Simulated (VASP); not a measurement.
# Mg (P6_3/mmc) in VASP: further runs, part 2 of 3

VASP 6.6.1. Earlier steps stand in the parts before.

### 4 Single point, PBE (Hg replaced by Mg, lengths x 1.041, strained)

File INCAR:

```
SYSTEM = Mg
ALGO     = Normal         ! electronic algorithm
EDIFF    = 1E-6           ! SCF threshold, eV
ENCUT    = 520            ! plane-wave cutoff, eV
GGA      = PE             ! functional
ISIF     = 2              ! what is computed and relaxed
ISMEAR   = 0              ! smearing method
LASPH    = .True.         ! aspherical terms in the spheres
LCHARG   = .False.        ! write CHGCAR
LREAL    = .False.        ! projectors in reciprocal space
LWAVE    = .False.        ! write WAVECAR
NBANDS   = 9              ! bands
NELM     = 80             ! most SCF steps
PREC     = Accurate       ! precision mode
SIGMA    = 0.1            ! smearing width, eV
```

File KPOINTS:

```
k-points
0
Gamma
  15 15 8
  0 0 0
```

File POSCAR:

```
Mg
1.0
    3.4889121461      0.0000000000      0.0000000000
   -1.7444560730      3.0214865500      0.0000000000
    0.0000000000      0.0000000000      5.5305102955
Mg
2
Direct
    0.6666666700      0.3333333300      0.7500000000
    0.3333333300      0.6666666700      0.2500000000
```

Potentials or basis: VASP PAW PBE potentials, release 64 (Mg).

Command:

```sh
$ cat potpaw_PBE.64/Mg/POTCAR > POTCAR
$ mpirun -np 1 vasp_std > vasp.out
```

OUTCAR:

```text
SYSTEM = Mg
   EDIFF = 1E-6
   ENCUT = 520
   GGA = PE
   ISIF = 2
   ISMEAR = 0
   LASPH = .True.
   LREAL = .False.
   NELM = 80
   PREC = Accurate

 ion  position               nearest neighbor table
   1  0.667  0.333  0.750-   2 3.42   2 3.42   2 3.42   2 3.42   2 3.42   2 3.42
   2  0.333  0.667  0.250-   1 3.42   1 3.42   1 3.42   1 3.42   1 3.42   1 3.42

  LATTYP: Found a hexagonal cell.
 ALAT       =     3.4889121461
 C/A-ratio  =     1.5851675433

  Lattice vectors:

 A1 = (   3.4889121461,   0.0000000000,   0.0000000000)
 A2 = (  -1.7444560730,   3.0214865500,   0.0000000000)
 A3 = (   0.0000000000,   0.0000000000,   5.5305102955)

Analysis of symmetry for initial positions (statically):
=====================================================================
 Subroutine PRICEL returns:
 Original cell was already a primitive cell.

 Routine SETGRP: Setting up the symmetry group for a
 hexagonal supercell.

 Subroutine GETGRP returns: Found 24 space group operations
 (whereof 12 operations were pure point group operations)
 out of a pool of 24 trial point group operations.

The static configuration has the point symmetry D_3d.
 The point group associated with its full space group is D_6h.

Analysis of symmetry for dynamics (positions and initial velocities):
=====================================================================
 Subroutine PRICEL returns:
 Original cell was already a primitive cell.

 Routine SETGRP: Setting up the symmetry group for a
 hexagonal supercell.

 Subroutine GETGRP returns: Found 24 space group operations
 (whereof 12 operations were pure point group operations)
 out of a pool of 24 trial point group operations.

The dynamic configuration has the point symmetry D_3d.
 The point group associated with its full space group is D_6h.

 Subroutine INISYM returns: Found 24 space group operations
 (whereof 12 operations are pure point group operations),
 and found     1 'primitive' translations

----------------------------------------------------------------------------------------

                                     Primitive cell

  volume of cell :      58.3010

  direct lattice vectors                    reciprocal lattice vectors
     3.488912146  0.000000000  0.000000000     0.286622293  0.165481458  0.000000000
    -1.744456073  3.021486550  0.000000000     0.000000000  0.330962916  0.000000000
     0.000000000  0.000000000  5.530510296     0.000000000  0.000000000  0.180815141

  length of vectors
     3.488912146  3.488912146  5.530510296     0.330962916  0.330962916  0.180815141

  position of ions in fractional coordinates (direct lattice)
     0.666666670  0.333333330  0.750000000
     0.333333330  0.666666670  0.250000000

  ion indices of the primitive-cell ions
   primitive index   ion index
                 1           1
                 2           2

----------------------------------------------------------------------------------------

 KPOINTS: k-points

Automatic generation of k-mesh.
 Grid dimensions read from file:
 generate k-points for:   15   15    8

[... 21 lines left out ...]
  0.066667 -0.000000  0.000000      6.000000
  0.133333  0.000000  0.000000      6.000000
  0.200000  0.000000  0.000000      6.000000
  0.266667  0.000000  0.000000      6.000000
  0.333333  0.000000  0.000000      6.000000
[... 16 lines left out ...]
  0.333333  0.200000  0.000000     12.000000
  0.400000  0.200000  0.000000      6.000000
 [... further k-points ...]
   k-points           NKPTS =    135   k-points in BZ     NKDIM =    135   number of bands    NBANDS=      9
   number of dos      NEDOS =    301   number of ions     NIONS =      2
   total plane-waves  NPLWV =  32928
   dimension x,y,z NGX =    28 NGY =   28 NGZ =   42
   dimension x,y,z NGXF=    56 NGYF=   56 NGZF=   84
   ions per type =               2
   NGX,Y,Z   is equivalent  to a cutoff of  13.34, 13.34, 12.63 a.u.
   NGXF,Y,Z  is equivalent  to a cutoff of  26.68, 26.68, 25.25 a.u.
 SYSTEM =  Mg
   PREC   = accura    normal or accurate (medium, high low for compatibility)
   ISTART =      0    job   : 0-new  1-cont  2-samecut
   ICHARG =      2    charge: 1-file 2-atom 10-const
   ISPIN  =      1    spin polarized calculation?
   LNONCOLLINEAR =      F non collinear calculations
   LSORBIT =      F    spin-orbit coupling
   LASPH  =      T    aspherical Exc in radial PAW
   ENCUT  =  520.0 eV  38.22 Ry    6.18 a.u.   6.49  6.49 10.28*2*pi/ulx,y,z
   NELM   =     80;   NELMIN=  2; NELMDL= -5     # of ELM steps
   EDIFF  = 0.1E-05   stopping-criterion for ELM
   LREAL  =      F    real-space projection
   EDIFFG = 0.1E-04   stopping-criterion for IOM
   NSW    =      0    number of steps for IOM
   IBRION =     -1    ionic relax: 0-MD 1-quasi-New 2-CG
   NFREE  =      0    steps in history (QN), initial steepest desc. (CG)
   ISIF   =      2    stress and relaxation
   ISYM   =      2    0-nonsym 1-usesym 2-fastsym
   POTIM  = 0.5000    time-step for ionic-motion
   TEBEG  =    0.0;   TEEND  =   0.0 temperature during run
   PSTRESS=    0.0 pullay stress
   NELECT =       4.0000    total number of electrons
   NUPDOWN=      -1.0000    fix difference up-down
   EMIN   =  10.00;   EMAX   =-10.00  energy-range for DOS
   EFERMI =   0.00;   METHOD = LEGACY
   ISMEAR =     0;   SIGMA  =   0.10  broadening in eV -4-tet -1-fermi 0-gaus
   EFERMI_NEDOS =   21; number of points for ismear=-14 and -15
   IALGO  =     38    algorithm
   IMIX   =      4    mixing-type and parameters
     AMIX     =   0.40;   BMIX     =  1.00
     AMIX_MAG =   1.60;   BMIX_MAG =  1.00
  volume/ion in A,a.u.               =      29.15       196.72
  Fermi-wavevector in a.u.,A,eV,Ry     =   0.670198  1.266490  6.111258  0.449165
  Thomas-Fermi vector in A             =   1.745643
   LORBIT       =      0    0 simple, 1 ext, 2 COOP (PROOUT), +10 PAW based schemes
   GGA     = PE    functional components
   LHFCALC =     F    Hartree Fock is set to
   AEXX    =    0.0000 exact exchange contribution
   IVDW    =     0    specifies the selected vdW correction
   LEPSILON=     F    determine dielectric tensor
   LRPA    =     F    only Hartree local field effects (RPA)
 non-spin polarized calculation
 Gauss-broadening in eV      SIGMA  =   0.10
  energy-cutoff  :      520.00
  volume of cell :       58.30
 maximum number of plane-waves:      1598
 NGX is ok and might be reduce to    28
   NGX = 13   NGY = 13   NGZ = 21

 number of electron       4.0000000 magnetization

 Free energy of the ion-electron system (eV)
  ---------------------------------------------------
  ext. energy  EPLUGINS =         0.00000000
  ---------------------------------------------------
  free energy    TOTEN  =        -2.75699556 eV

  energy without entropy =       -2.75162984  energy(sigma->0) =       -2.75431270

 E-fermi :   1.4942     XC(G=0):  -7.7822

 val. band max:        1.4850883977   @ k =   0.4000   0.0667   0.3750
 cond. band min:       1.5127528350   @ k =   0.3333   0.2667   0.3750
 fundamental gap:      0.0276644373
 Fermi energy:         1.4942497482

 k-point     1 :       0.0000    0.0000    0.0000
  band No.  band energies     occupation
      1      -4.4642      2.00000
      2       0.3033      2.00000
      3       0.4429      2.00000
      4      10.5213      0.00000
      5      10.5213      0.00000
      6      10.8946      0.00000
      7      10.8946      0.00000
      8      12.1003      0.00000
      9      12.6081      0.00000
[... 265 lines left out ...]
 k-point    24 :       0.4000    0.2000    0.0000
  band No.  band energies     occupation
      1      -0.0310      2.00000
      2       0.1731      2.00000
      3       3.1762      0.00000
      4       4.3264      0.00000
      5       4.7638      0.00000
      6       4.8952      0.00000
      7       5.3227      0.00000
      8       7.8463      0.00000
      9       8.1260      0.00000

 [... further k-points ...]

------------------------ aborting loop because EDIFF is reached ----------------------------------------

  FORCE on cell =-STRESS in cart. coord.  units (eV):
  Direction    XX          YY          ZZ          XY          YZ          ZX
  --------------------------------------------------------------------------------------
  -------------------------------------------------------------------------------------
  Total       -1.9424680     -1.9424680     -1.9063865     -0.0000000      0.0000000      0.0000000
  in kB      -53.3812256    -53.3812256    -52.3896658     -0.0000000      0.0000000      0.0000000
  external PRESSURE =     -53.0507056 kB  Pullay stress =       0.0000000 kB

 VOLUME and BASIS-vectors are now :
 -----------------------------------------------------------------------------
  energy-cutoff  :      520.00
  volume of cell :       58.30
      direct lattice vectors                 reciprocal lattice vectors
     3.488912146  0.000000000  0.000000000     0.286622293  0.165481458  0.000000000
    -1.744456073  3.021486550  0.000000000     0.000000000  0.330962916  0.000000000
     0.000000000  0.000000000  5.530510296     0.000000000  0.000000000  0.180815141

 POSITION                                       TOTAL-FORCE (eV/Angst)
 -----------------------------------------------------------------------------------
      1.74446      1.00716      4.14788         0.000000      0.000000      0.000000
     -0.00000      2.01432      1.38263        -0.000000     -0.000000      0.000000
 -----------------------------------------------------------------------------------
    total drift:                                0.000000     -0.000000      0.000000

  FREE ENERGIE OF THE ION-ELECTRON SYSTEM (eV)
  ---------------------------------------------------
  free  energy   TOTEN  =        -2.7569955584 eV

  energy  without entropy=       -2.7516298351  energy(sigma->0) =       -2.75431270
```

It took 18 s on 1 thread of Intel Xeon 6975P-C (Granite Rapids), shared host; peak memory 0.21 GiB.

What came out:

```yaml
Free_energy: -2.7570 eV
Pressure: -5.3 GPa
Band_gap_on_the_k_mesh: zero (bands 2 and 3 overlap by 1.91 eV)
```

Stress tensor (GPa, compression positive):
```
-5.34  0.00  0.00
 0.00 -5.34  0.00
 0.00  0.00 -5.24
```

Caveat: the cell differs from its parent crystal (Hg replaced by Mg, lengths x 1.041, strained); the cell stands under tension.

[end of part 2 of 3]

The gap in the log of VASP goes by the Fermi energy; the results here count the filled bands.